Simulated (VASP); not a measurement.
# Bi in VASP: single point with LDA

Aim: the single point of Bi with LDA.

Program: VASP 6.6.1. These are calculated values, not measurements. Logs are shortened: lines on timing, memory, paths and dates and some standing lists are left out, and cuts for length are marked.

### 1 The cell of the first run

The cell holds a slab with vacuum, 4 atoms: a = 3.238 Å, b = 3.222 Å, c = 21.660 Å, α = 90.00°, β = 90.00°, γ = 90.00°.

### 2 Single point, LDA

Input file INCAR:

```
PREC = Accurate
ENCUT = 520
EDIFF = 1E-6
ISMEAR = -1
SIGMA = 0.1
LREAL = False
LASPH = True
NELM = 60
ALGO = Normal
ISIF = 2
LWAVE = False
LCHARG = False
LDIPOL = True
IDIPOL = 3
DIPOL = 0.5 0.5 0.500
NBANDS = 38
```

Input file KPOINTS:

```
Automatic mesh
0
Gamma
  5 5 1
```

Input file POSCAR:

```
Bi
1.0
    3.2383762500      0.0000000000      0.0000000000
    0.0000000000      3.2216433200      0.0000000000
    0.0000000000      0.0000000000     21.6603931252
Bi
4
Direct
    0.3859846083      0.0000000000      0.2902824803
    0.6118291104      0.0000000000      0.4255795960
    0.3384861865      0.0000000000      0.5744202932
    0.5643232790      0.0000000000      0.7097176305
```

Potentials or basis: VASP PAW LDA potentials, release 64 (Bi_d).

The run is started by

```console
$ cat potpaw_LDA.64/Bi_d/POTCAR > POTCAR
$ mpirun -np 1 vasp_std > vasp.out
```

OUTCAR:

```text
PREC = Accurate
   ENCUT = 520
   EDIFF = 1E-6
   ISMEAR = -1
   LREAL = False
   LASPH = True
   NELM = 60
   ISIF = 2

 ion  position               nearest neighbor table
   1  0.386  0.000  0.290-   2 3.02   2 3.86
   2  0.612  0.000  0.426-   1 3.02   3 3.34   1 3.86
   3  0.338  0.000  0.574-   4 3.02   2 3.34   4 3.86
   4  0.564  0.000  0.710-   3 3.02   3 3.86

  LATTYP: Found a simple orthorhombic cell.
 ALAT       =     3.2216433200
 B/A-ratio  =     1.0051939114
 C/A-ratio  =     6.7233988911

  Lattice vectors:

 A1 = (   0.0000000000,  -3.2216433200,   0.0000000000)
 A2 = (   3.2383762500,   0.0000000000,   0.0000000000)
 A3 = (   0.0000000000,   0.0000000000,  21.6603931252)

Analysis of symmetry for initial positions (statically):
=====================================================================
 Subroutine PRICEL returns:
 Original cell was already a primitive cell.

 Routine SETGRP: Setting up the symmetry group for a
 simple orthorhombic supercell.

 Subroutine GETGRP returns: Found  4 space group operations
 (whereof  2 operations were pure point group operations)
 out of a pool of  8 trial point group operations.

The static configuration has the point symmetry C_1h.
 The point group associated with its full space group is C_2h.

Analysis of symmetry for dynamics (positions and initial velocities):
=====================================================================
 Subroutine PRICEL returns:
 Original cell was already a primitive cell.

 Routine SETGRP: Setting up the symmetry group for a
 simple orthorhombic supercell.

 Subroutine GETGRP returns: Found  4 space group operations
 (whereof  2 operations were pure point group operations)
 out of a pool of  8 trial point group operations.

The dynamic configuration has the point symmetry C_1h.
 The point group associated with its full space group is C_2h.

 Subroutine INISYM returns: Found  4 space group operations
 (whereof  2 operations are pure point group operations),
 and found     1 'primitive' translations

----------------------------------------------------------------------------------------

                                     Primitive cell

  volume of cell :     225.9806

  direct lattice vectors                    reciprocal lattice vectors
     3.238376250  0.000000000  0.000000000     0.308796731  0.000000000  0.000000000
     0.000000000  3.221643320  0.000000000     0.000000000  0.310400594  0.000000000
     0.000000000  0.000000000 21.660393125     0.000000000  0.000000000  0.046167214

  length of vectors
     3.238376250  3.221643320 21.660393125     0.308796731  0.310400594  0.046167214

  position of ions in fractional coordinates (direct lattice)
     0.385984608  0.000000000  0.290282480
     0.611829110  0.000000000  0.425579596
     0.338486186  0.000000000  0.574420293
     0.564323279  0.000000000  0.709717631

  ion indices of the primitive-cell ions
   primitive index   ion index
                 1           1
                 2           2
                 3           3
                 4           4

----------------------------------------------------------------------------------------

 KPOINTS: Automatic mesh

Automatic generation of k-mesh.
 Grid dimensions read from file:
 generate k-points for:    5    5    1

 Generating k-lattice:

  Cartesian coordinates                     Fractional coordinates (reciprocal lattice)
     0.061759346  0.000000000  0.000000000     0.200000000  0.000000000  0.000000000
     0.000000000  0.062080119  0.000000000     0.000000000  0.200000000  0.000000000
     0.000000000  0.000000000  0.046167214     0.000000000  0.000000000  1.000000000

  Length of vectors
     0.061759346  0.062080119  0.046167214

  Shift w.r.t. Gamma in fractional coordinates (k-lattice)
     0.000000000  0.000000000  0.000000000

 Subroutine IBZKPT returns following result:
 ===========================================

 Found      9 irreducible k-points:

 Following reciprocal coordinates:
            Coordinates               Weight
  0.000000  0.000000  0.000000      1.000000
  0.200000  0.000000  0.000000      2.000000
  0.400000  0.000000  0.000000      2.000000
  0.000000  0.200000  0.000000      2.000000
  0.200000  0.200000  0.000000      4.000000
  0.400000  0.200000  0.000000      4.000000
  0.000000  0.400000  0.000000      2.000000
  0.200000  0.400000  0.000000      4.000000
  0.400000  0.400000  0.000000      4.000000
   k-points           NKPTS =      9   k-points in BZ     NKDIM =      9   number of bands    NBANDS=     38
   number of dos      NEDOS =    301   number of ions     NIONS =      4
   total plane-waves  NPLWV =  93312
   dimension x,y,z NGX =    24 NGY =   24 NGZ =  162
   dimension x,y,z NGXF=    48 NGYF=   48 NGZF=  324
   ions per type =               4
   NGX,Y,Z   is equivalent  to a cutoff of  12.32, 12.38, 12.43 a.u.
   NGXF,Y,Z  is equivalent  to a cutoff of  24.64, 24.77, 24.87 a.u.
 SYSTEM =  unknown system
   PREC   = accura    normal or accurate (medium, high low for compatibility)
   ISTART =      0    job   : 0-new  1-cont  2-samecut
   ICHARG =      2    charge: 1-file 2-atom 10-const
   ISPIN  =      1    spin polarized calculation?
   LNONCOLLINEAR =      F non collinear calculations
   LSORBIT =      F    spin-orbit coupling
   LASPH  =      T    aspherical Exc in radial PAW
   ENCUT  =  520.0 eV  38.22 Ry    6.18 a.u.   6.02  5.99 40.27*2*pi/ulx,y,z
   NELM   =     60;   NELMIN=  2; NELMDL= -5     # of ELM steps
   EDIFF  = 0.1E-05   stopping-criterion for ELM
   LREAL  =      F    real-space projection
   EDIFFG = 0.1E-04   stopping-criterion for IOM
   NSW    =      0    number of steps for IOM
   IBRION =     -1    ionic relax: 0-MD 1-quasi-New 2-CG
   NFREE  =      0    steps in history (QN), initial steepest desc. (CG)
   ISIF   =      2    stress and relaxation
   ISYM   =      2    0-nonsym 1-usesym 2-fastsym
   POTIM  = 0.5000    time-step for ionic-motion
   TEBEG  =    0.0;   TEEND  =   0.0 temperature during run
   PSTRESS=    0.0 pullay stress
   NELECT =      60.0000    total number of electrons
   NUPDOWN=      -1.0000    fix difference up-down
   EMIN   =  10.00;   EMAX   =-10.00  energy-range for DOS
   EFERMI =   0.00;   METHOD = LEGACY
   ISMEAR =    -1;   SIGMA  =   0.10  broadening in eV -4-tet -1-fermi 0-gaus
   EFERMI_NEDOS =   21; number of points for ismear=-14 and -15
   IALGO  =     38    algorithm
   IMIX   =      4    mixing-type and parameters
     AMIX     =   0.40;   BMIX     =  1.00
     AMIX_MAG =   1.60;   BMIX_MAG =  1.00
  volume/ion in A,a.u.               =      56.50       381.25
  Fermi-wavevector in a.u.,A,eV,Ry     =   1.052208  1.988385 15.063573  1.107141
  Thomas-Fermi vector in A             =   2.187281
   LORBIT       =      0    0 simple, 1 ext, 2 COOP (PROOUT), +10 PAW based schemes
   GGA     = CA    functional components
   LHFCALC =     F    Hartree Fock is set to
   AEXX    =    0.0000 exact exchange contribution
   IVDW    =     0    specifies the selected vdW correction
   LEPSILON=     F    determine dielectric tensor
   LRPA    =     F    only Hartree local field effects (RPA)
 non-spin polarized calculation
  energy-cutoff  :      520.00
  volume of cell :      225.98
 maximum number of plane-waves:      6148
   NGX = 13   NGY = 11   NGZ = 81

 dipolmoment           0.000000      0.000000     -0.000000 electrons x Angstroem

 number of electron      60.0000029 magnetization

 dipolmoment           0.000000      0.000000      0.000044 electrons x Angstroem

 Free energy of the ion-electron system (eV)
  ---------------------------------------------------
  ext. energy  EPLUGINS =         0.00000000
  ---------------------------------------------------
  free energy    TOTEN  =       -17.53664623 eV

  energy without entropy =      -17.48151958  energy(sigma->0) =      -17.50908291

 E-fermi :   2.3160     XC(G=0):  -6.4771

 val. band max:        2.2648697901   @ k =   0.0000   0.2000   0.0000
 cond. band min:       2.3382130290   @ k =   0.2000   0.2000   0.0000
 fundamental gap:      0.0733432389
 Fermi energy:         2.3159944518

 k-point     1 :       0.0000    0.0000    0.0000
  band No.  band energies     occupation
      1     -20.8095      2.00000
      2     -20.8070      2.00000
      3     -20.7726      2.00000
      4     -20.7646      2.00000
      5     -20.7508      2.00000
      6     -20.7343      2.00000
[... 30 lines left out ...]
     37       6.7574      0.00000
     38       7.2972      0.00000

 k-point     2 :       0.2000    0.0000    0.0000
  band No.  band energies     occupation
      1     -20.7818      2.00000
      2     -20.7678      2.00000
      3     -20.7172      2.00000
      4     -20.7059      2.00000
      5     -20.6700      2.00000
      6     -20.6677      2.00000
[... 30 lines left out ...]
     37       7.2974      0.00000
     38       7.8370      0.00000

 k-point     3 :       0.4000    0.0000    0.0000
  band No.  band energies     occupation
      1     -20.7716      2.00000
      2     -20.7610      2.00000
      3     -20.6637      2.00000
      4     -20.6402      2.00000
      5     -20.6065      2.00000
      6     -20.6016      2.00000
[... 30 lines left out ...]
     37       8.1605      0.00000
     38       8.4108      0.00000

 k-point     4 :       0.0000    0.2000    0.0000
  band No.  band energies     occupation
      1     -20.7518      2.00000
      2     -20.7495      2.00000
      3     -20.7316      2.00000
      4     -20.7197      2.00000
      5     -20.6874      2.00000
      6     -20.6736      2.00000
[... 30 lines left out ...]
     37       6.6467      0.00000
     38       7.3103      0.00000
[... 88 lines left out ...]
      4     -20.6663      2.00000
      5     -20.6219      2.00000
      6     -20.6073      2.00000
[... 30 lines left out ...]
     37       7.7634      0.00000
     38       7.8216      0.00000

 k-point     8 :       0.2000    0.4000    0.0000
  band No.  band energies     occupation
      1     -20.6857      2.00000
      2     -20.6735      2.00000
      3     -20.6199      2.00000
      4     -20.6090      2.00000
      5     -20.5980      2.00000
      6     -20.5754      2.00000
[... 30 lines left out ...]
     37       6.4305      0.00000
     38       7.5617      0.00000

 k-point     9 :       0.4000    0.4000    0.0000
  band No.  band energies     occupation
      1     -20.6571      2.00000
      2     -20.6528      2.00000
      3     -20.6458      2.00000
      4     -20.6438      2.00000
      5     -20.6119      2.00000
      6     -20.6066      2.00000
[... 30 lines left out ...]
     37       6.0848      0.00000
     38       6.2299      0.00000

------------------------ aborting loop because EDIFF is reached ----------------------------------------

 vacuum level on the upper side and lower side of the slab       (xc-potential included)        -0.265        -0.266

  FORCE on cell =-STRESS in cart. coord.  units (eV):
  Direction    XX          YY          ZZ          XY          YZ          ZX
  --------------------------------------------------------------------------------------
  -------------------------------------------------------------------------------------
  Total       -0.2554945     -0.9419571      0.0888386      0.0000000      0.0000000      0.0279070
  in kB       -1.8114277     -6.6783724      0.6298558      0.0000000      0.0000000      0.1978576
  external PRESSURE =      -2.6199814 kB  Pullay stress =       0.0000000 kB

 VOLUME and BASIS-vectors are now :
 -----------------------------------------------------------------------------
  energy-cutoff  :      520.00
  volume of cell :      225.98
      direct lattice vectors                 reciprocal lattice vectors
     3.238376250  0.000000000  0.000000000     0.308796731  0.000000000  0.000000000
     0.000000000  3.221643320  0.000000000     0.000000000  0.310400594  0.000000000
     0.000000000  0.000000000 21.660393125     0.000000000  0.000000000  0.046167214

 POSITION                                       TOTAL-FORCE (eV/Angst)
 -----------------------------------------------------------------------------------
      1.24996      0.00000      6.28763        -0.003768      0.000000     -0.021275
      1.98133      0.00000      9.21822         0.001845      0.000000      0.009736
      1.09615      0.00000     12.44217        -0.001845      0.000000     -0.009736
      1.82749      0.00000     15.37276         0.003768      0.000000      0.021275
 -----------------------------------------------------------------------------------
    total drift:                               -0.023019      0.000000      0.008446

  FREE ENERGIE OF THE ION-ELECTRON SYSTEM (eV)
  ---------------------------------------------------
  free  energy   TOTEN  =       -17.5366462302 eV

  energy  without entropy=      -17.4815195836  energy(sigma->0) =      -17.50908291

 vacuum level on the upper side and lower side of the slab         6.298         6.297
```

It took 41 s on 1 thread of Intel Xeon 6975P-C (Granite Rapids), shared host; peak memory 0.25 GiB.

Results:

- Free energy: -17.5366 eV
- Largest force: 0.022 eV/Å
- Band gap on the k mesh: zero (band 30 reaches 5.69 eV, above the bottom of band 31 at 0.83 eV)

Forces on the atoms (eV/Å):
```
Bi  -0.004  0.000 -0.021
Bi   0.002  0.000  0.010
Bi  -0.002  0.000 -0.010
Bi   0.004  0.000  0.021
```

Caveat: the k points lie up to 0.39 Å⁻¹ apart; spin-orbit coupling is left out, which moves the levels of the heavy elements.
